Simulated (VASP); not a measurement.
# AgWS4 (F-43m) in VASP: single point with PBE

Aim: the single point of AgWS4 with PBE.

Everything below comes from runs of VASP 6.6.1. Logs are shortened: lines on timing, memory, paths and dates and some standing lists are left out, and cuts for length are marked.

**1. The cell of the first run**

The structure is cubic, space group F-43m (No. 216). The conventional cell has a = 7.310 Å, b = 7.310 Å, c = 7.310 Å, α = 90.00°, β = 90.00°, γ = 90.00°. Ag (site symmetry -43m) has 12 S at 3.03 Å and 4 W at 3.17 Å within 4.0 Å. Within 4.0 Å of W (site symmetry -43m) lie 12 S at 3.03 Å and 4 Ag at 3.17 Å. Within 3.4 Å of S (site symmetry 3m) lie 6 S at 2.56 to 2.61 Å and 3 W at 3.03 Å and 3 Ag at 3.03 Å.

**2. Single point, PBE**

File POSCAR:

```
AgWS4
1.0
    0.0000000000      3.6548478961      3.6548478961
    3.6548478961      0.0000000000      3.6548478961
    3.6548478961      3.6548478961      0.0000000000
Ag W S
1 1 4
Direct
    0.0000000000      0.0000000000      0.0000000000
    0.2500000000      0.2500000000      0.2500000000
    0.6239661540      0.6239661540      0.1281015379
    0.6239661540      0.1281015379      0.6239661540
    0.1281015379      0.6239661540      0.6239661540
    0.6239661540      0.6239661540      0.6239661540
```

File INCAR.step1:

```
PREC = Accurate
ENCUT = 520
EDIFF = 1E-6
ISMEAR = 0
SIGMA = 0.1
LREAL = F
LASPH = T
NELM = 100
ALGO = Normal
ISIF = 2
LWAVE = F
LCHARG = T
LMAXMIX = 4
GGA = PE
NBANDS = 34
```

File KPOINTS.step1:

```
regular mesh
0
Gamma
  10 10 10
```

File INCAR.step2:

```
PREC = Accurate
ENCUT = 520
EDIFF = 1E-6
ISMEAR = -5
SIGMA = 0.1
LREAL = F
LASPH = T
NELM = 100
ALGO = Normal
ISIF = 2
LWAVE = F
LCHARG = F
LMAXMIX = 4
GGA = PE
LORBIT = 10
NEDOS = 1001
ICHARG = 11
```

File KPOINTS.step2:

```
regular mesh
0
Gamma
  15 15 15
```

Potentials or basis: VASP PAW PBE potentials, release 64 (Ag, W_sv, S).

The run is started by

```console
$ cat potpaw_PBE.64/Ag/POTCAR potpaw_PBE.64/W_sv/POTCAR potpaw_PBE.64/S/POTCAR > POTCAR
$ cp INCAR.step1 INCAR
$ cp KPOINTS.step1 KPOINTS
$ mpirun -np 1 vasp_std > vasp.out
$ cp INCAR.step2 INCAR
$ cp KPOINTS.step2 KPOINTS
$ mpirun -np 1 vasp_std > vasp.out
```

OUTCAR:

```text
PREC = Accurate
   ENCUT = 520
   EDIFF = 1E-6
   ISMEAR = -5
   LREAL = F
   LASPH = T
   NELM = 100
   ISIF = 2
   GGA = PE
   LORBIT = 10
   ICHARG = 11

 ion  position               nearest neighbor table
   1  0.000  0.000  0.000-   3 3.03   4 3.03   3 3.03   5 3.03   4 3.03   5 3.03   6 3.03   6 3.03
                             6 3.03   3 3.03   4 3.03   5 3.03   2 3.17   2 3.17   2 3.17   2 3.17
   2  0.250  0.250  0.250-   3 3.03   4 3.03   5 3.03   6 3.03   6 3.03   6 3.03   3 3.03   5 3.03
                             5 3.03   3 3.03   4 3.03   4 3.03   1 3.17   1 3.17   1 3.17   1 3.17
   3  0.624  0.624  0.128-   4 2.56   5 2.56   6 2.56   4 2.61   5 2.61   6 2.61   2 3.03   2 3.03
                             2 3.03   1 3.03   1 3.03   1 3.03
   4  0.624  0.128  0.624-   3 2.56   5 2.56   6 2.56   5 2.61   3 2.61   6 2.61   2 3.03   2 3.03
                             2 3.03   1 3.03   1 3.03   1 3.03
   5  0.128  0.624  0.624-   3 2.56   4 2.56   6 2.56   4 2.61   3 2.61   6 2.61   2 3.03   2 3.03
                             2 3.03   1 3.03   1 3.03   1 3.03
   6  0.624  0.624  0.624-   3 2.56   4 2.56   5 2.56   5 2.61   4 2.61   3 2.61   2 3.03   2 3.03
                             2 3.03   1 3.03   1 3.03   1 3.03

  LATTYP: Found a face centered cubic cell.
 ALAT       =     7.3096957922

  Lattice vectors:

 A1 = (   0.0000000000,   3.6548478961,   3.6548478961)
 A2 = (   3.6548478961,   0.0000000000,   3.6548478961)
 A3 = (   3.6548478961,   3.6548478961,   0.0000000000)

Analysis of symmetry for initial positions (statically):
=====================================================================
 Subroutine PRICEL returns:
 Original cell was already a primitive cell.

 Routine SETGRP: Setting up the symmetry group for a
 face centered cubic supercell.

 Subroutine GETGRP returns: Found 24 space group operations
 (whereof 24 operations were pure point group operations)
 out of a pool of 48 trial point group operations.

The static configuration has the point symmetry T_d .

Analysis of symmetry for dynamics (positions and initial velocities):
=====================================================================
 Subroutine PRICEL returns:
 Original cell was already a primitive cell.

 Routine SETGRP: Setting up the symmetry group for a
 face centered cubic supercell.

 Subroutine GETGRP returns: Found 24 space group operations
 (whereof 24 operations were pure point group operations)
 out of a pool of 48 trial point group operations.

The dynamic configuration has the point symmetry T_d .

 Subroutine INISYM returns: Found 24 space group operations
 (whereof 24 operations are pure point group operations),
 and found     1 'primitive' translations

----------------------------------------------------------------------------------------

                                     Primitive cell

  volume of cell :      97.6423

  direct lattice vectors                    reciprocal lattice vectors
     0.000000000  3.654847896  3.654847896    -0.136804599  0.136804599  0.136804599
     3.654847896  0.000000000  3.654847896     0.136804599 -0.136804599  0.136804599
     3.654847896  3.654847896  0.000000000     0.136804599  0.136804599 -0.136804599

  length of vectors
     5.168735463  5.168735463  5.168735463     0.236952516  0.236952516  0.236952516

  position of ions in fractional coordinates (direct lattice)
     0.000000000  0.000000000  0.000000000
     0.250000000  0.250000000  0.250000000
     0.623966154  0.623966154  0.128101538
     0.623966154  0.128101538  0.623966154
     0.128101538  0.623966154  0.623966154
     0.623966154  0.623966154  0.623966154

  ion indices of the primitive-cell ions
   primitive index   ion index
                 1           1
                 2           2
                 3           3
                 4           4
                 5           5
                 6           6

----------------------------------------------------------------------------------------

 KPOINTS: regular mesh

Automatic generation of k-mesh.
 Grid dimensions read from file:
 generate k-points for:   15   15   15

 Generating k-lattice:

  Cartesian coordinates                     Fractional coordinates (reciprocal lattice)
    -0.009120307  0.009120307  0.009120307     0.066666667  0.000000000  0.000000000
     0.009120307 -0.009120307  0.009120307     0.000000000  0.066666667  0.000000000
     0.009120307  0.009120307 -0.009120307     0.000000000  0.000000000  0.066666667

  Length of vectors
     0.015796834  0.015796834  0.015796834

  Shift w.r.t. Gamma in fractional coordinates (k-lattice)
     0.000000000  0.000000000  0.000000000

 TETIRR: Found    484 inequivalent tetrahedra from    20250

 Subroutine IBZKPT returns following result:
 ===========================================

 Found    120 irreducible k-points:

 Following reciprocal coordinates:
            Coordinates               Weight
  0.000000  0.000000  0.000000      1.000000
  0.066667  0.000000  0.000000      8.000000
  0.133333  0.000000  0.000000      8.000000
  0.200000  0.000000  0.000000      8.000000
  0.266667  0.000000  0.000000      8.000000
  0.333333  0.000000  0.000000      8.000000
[... 16 lines left out ...]
  0.133333  0.133333  0.000000      6.000000
  0.200000  0.133333  0.000000     24.000000
 [... further k-points ...]
   k-points           NKPTS =    120   k-points in BZ     NKDIM =    120   number of bands    NBANDS=     29
   number of dos      NEDOS =   1001   number of ions     NIONS =      6
   total plane-waves  NPLWV =  64000
   dimension x,y,z NGX =    40 NGY =   40 NGZ =   40
   dimension x,y,z NGXF=    80 NGYF=   80 NGZF=   80
   ions per type =               1   1   4
   NGX,Y,Z   is equivalent  to a cutoff of  12.87, 12.87, 12.87 a.u.
   NGXF,Y,Z  is equivalent  to a cutoff of  25.73, 25.73, 25.73 a.u.
 SYSTEM =  unknown system
   PREC   = accura    normal or accurate (medium, high low for compatibility)
   ISTART =      0    job   : 0-new  1-cont  2-samecut
   ICHARG =     11    charge: 1-file 2-atom 10-const
   ISPIN  =      1    spin polarized calculation?
   LNONCOLLINEAR =      F non collinear calculations
   LSORBIT =      F    spin-orbit coupling
   LASPH  =      T    aspherical Exc in radial PAW
   ENCUT  =  520.0 eV  38.22 Ry    6.18 a.u.   9.61  9.61  9.61*2*pi/ulx,y,z
   NELM   =    100;   NELMIN=  2; NELMDL=  0     # of ELM steps
   EDIFF  = 0.1E-05   stopping-criterion for ELM
   LREAL  =      F    real-space projection
   EDIFFG = 0.1E-04   stopping-criterion for IOM
   NSW    =      0    number of steps for IOM
   IBRION =     -1    ionic relax: 0-MD 1-quasi-New 2-CG
   NFREE  =      0    steps in history (QN), initial steepest desc. (CG)
   ISIF   =      2    stress and relaxation
   ISYM   =      2    0-nonsym 1-usesym 2-fastsym
   POTIM  = 0.5000    time-step for ionic-motion
   TEBEG  =    0.0;   TEEND  =   0.0 temperature during run
   PSTRESS=    0.0 pullay stress
   NELECT =      49.0000    total number of electrons
   NUPDOWN=      -1.0000    fix difference up-down
   EMIN   =  10.00;   EMAX   =-10.00  energy-range for DOS
   EFERMI =   0.00;   METHOD = LEGACY
   ISMEAR =    -5;   SIGMA  =   0.10  broadening in eV -4-tet -1-fermi 0-gaus
   EFERMI_NEDOS =   21; number of points for ismear=-14 and -15
   IALGO  =     38    algorithm
   IMIX   =      4    mixing-type and parameters
     AMIX     =   0.40;   BMIX     =  1.00
     AMIX_MAG =   1.60;   BMIX_MAG =  1.00
  volume/ion in A,a.u.               =      16.27       109.82
  Fermi-wavevector in a.u.,A,eV,Ry     =   1.300951  2.458441 23.027494  1.692473
  Thomas-Fermi vector in A             =   2.432116
   LORBIT       =     10    0 simple, 1 ext, 2 COOP (PROOUT), +10 PAW based schemes
   GGA     = PE    functional components
   LHFCALC =     F    Hartree Fock is set to
   AEXX    =    0.0000 exact exchange contribution
   IVDW    =     0    specifies the selected vdW correction
   LEPSILON=     F    determine dielectric tensor
   LRPA    =     F    only Hartree local field effects (RPA)
 non-spin polarized calculation
 Fermi weights with tetrahedron method with Bloechl corrections
  energy-cutoff  :      520.00
  volume of cell :       97.64
 maximum number of plane-waves:      2685

 number of electron      48.9999999 magnetization

 Free energy of the ion-electron system (eV)
  ---------------------------------------------------
  ext. energy  EPLUGINS =         0.00000000
  ---------------------------------------------------
  free energy    TOTEN  =       -23.49299752 eV

  energy without entropy =      -23.49299752  energy(sigma->0) =      -23.49299752

 E-fermi :   8.8940     XC(G=0): -11.6843

 val. band max:        8.9314486064   @ k =   0.2667   0.0000   0.0000
 cond. band min:       8.8821304088   @ k =   0.4000   0.2667   0.1333
 fundamental gap:     -0.0493181976
 Fermi energy:         8.8940038981

 k-point     1 :       0.0000    0.0000    0.0000
  band No.  band energies     occupation
      1     -65.9915      2.00000
      2     -30.1150      2.00000
      3     -30.1150      2.00000
      4     -30.1150      2.00000
      5      -8.4767      2.00000
      6      -3.4070      2.00000
[... 21 lines left out ...]
     28      10.1639      0.00000
     29      11.1611      0.00000

 k-point     2 :       0.0667    0.0000    0.0000
  band No.  band energies     occupation
      1     -65.9915      2.00000
      2     -30.1151      2.00000
      3     -30.1150      2.00000
      4     -30.1150      2.00000
      5      -8.4512      2.00000
      6      -3.5458      2.00000
[... 696 lines left out ...]
 k-point    24 :       0.2000    0.1333    0.0000
  band No.  band energies     occupation
      1     -65.9915      2.00000
      2     -30.1153      2.00000
      3     -30.1151      2.00000
      4     -30.1151      2.00000
      5      -8.2506      2.00000
      6      -4.3023      2.00000
[... 21 lines left out ...]
     28      10.3978      0.00000
     29      10.5557      0.00000

 [... further k-points ...]
[... 5 lines left out ...]
  --------------------------------------------------------------------------------------
  -------------------------------------------------------------------------------------
  Total       -0.1620009     -0.1620009     -0.1620009     -0.0000000     -0.0000000      0.0000000
  in kB       -2.6582150     -2.6582150     -2.6582150     -0.0000000     -0.0000000      0.0000000
  external PRESSURE =      -2.6582150 kB  Pullay stress =       0.0000000 kB

 VOLUME and BASIS-vectors are now :
 -----------------------------------------------------------------------------
  energy-cutoff  :      520.00
  volume of cell :       97.64
      direct lattice vectors                 reciprocal lattice vectors
     0.000000000  3.654847896  3.654847896    -0.136804599  0.136804599  0.136804599
     3.654847896  0.000000000  3.654847896     0.136804599 -0.136804599  0.136804599
     3.654847896  3.654847896  0.000000000     0.136804599  0.136804599 -0.136804599

 POSITION                                       TOTAL-FORCE (eV/Angst)
 -----------------------------------------------------------------------------------
      0.00000      0.00000      0.00000        -0.000000     -0.000000     -0.000000
      1.82742      1.82742      1.82742        -0.000000     -0.000000     -0.000000
      2.74869      2.74869      4.56100        -0.006027     -0.006027      0.006027
      2.74869      4.56100      2.74869        -0.006027      0.006027     -0.006027
      4.56100      2.74869      2.74869         0.006027     -0.006027     -0.006027
      4.56100      4.56100      4.56100         0.006027      0.006027      0.006027
 -----------------------------------------------------------------------------------
    total drift:                                0.000001      0.000001      0.000001

  FREE ENERGIE OF THE ION-ELECTRON SYSTEM (eV)
  ---------------------------------------------------
  free  energy   TOTEN  =       -23.4929975187 eV

  energy  without entropy=      -23.4929975187  energy(sigma->0) =      -23.49299752

 total charge

# of ion       s       p       d       tot
------------------------------------------
    1        0.377   0.207   9.202   9.786
    2        2.264   6.059   3.222  11.546
    3        1.445   2.068   0.000   3.513
    4        1.445   2.068   0.000   3.513
    5        1.445   2.068   0.000   3.513
    6        1.445   2.068   0.000   3.513
--------------------------------------------------
tot          8.421  14.540  12.425  35.385
```

Run time: 7.2 min. Hardware: 1 thread of Intel Xeon Platinum 8488C (Sapphire Rapids), shared host; peak memory 0.47 GiB.

Results:

* Valence electrons inside the program's atomic spheres: Ag 9.79; W 11.55; S 3.51

Caveat: spin-orbit coupling is left out, which moves the levels of the heavy elements; tetrahedron occupations give inexact forces and stress in metals.
